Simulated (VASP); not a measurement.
MgS: single point with PBE

MgS:

```
CELL_PARAMETERS angstrom
0.00000 2.83312 2.83312
2.83312 0.00000 2.83312
2.83312 2.83312 0.00000
ATOMIC_POSITIONS crystal
Mg 0.00000 0.00000 0.00000
S 0.75000 0.75000 0.75000
```

```
Program                 : VASP 6.6.1
Task                    : single point
Functional              : PBE
Potentials or basis     : VASP PAW PBE potentials, release 64 (Mg, S)
Cutoff                  : 520 eV
k mesh                  : 10 × 10 × 10
Occupations             : gaussian, width 0.05 eV
Spin                    : no spin polarisation
Dipole correction       : no
k mesh for the DOS      : 15 × 15 × 15
Occupations for the DOS : tetrahedron
Further INCAR settings  : ALGO = Normal; EDIFF = 1e-06; NBANDS = 11
```

```json
{
 "Valence electrons inside the program's atomic spheres": "Mg 0.35; S 3.81"
}
```

Levels at points of the mesh, in eV from the valence-band top:
| k point | band 1 | band 2 | band 3 | band 4 | band 5 | band 6 | band 7 | band 8 | band 9 |
| --- | --- | --- | --- | --- | --- | --- | --- | --- | --- |
| (0.00, 0.00, 0.00) | -11.26 | 0.00 | 0.00 | 0.00 | 3.45 | 7.94 | 7.94 | 7.94 | 10.83 |

Wall time 50 s on 1 thread of Intel(R) Xeon(R) Platinum 8259CL CPU @ 2.50GHz (Skylake/Cascade Lake) (shared host), peak memory 0.2 GiB.
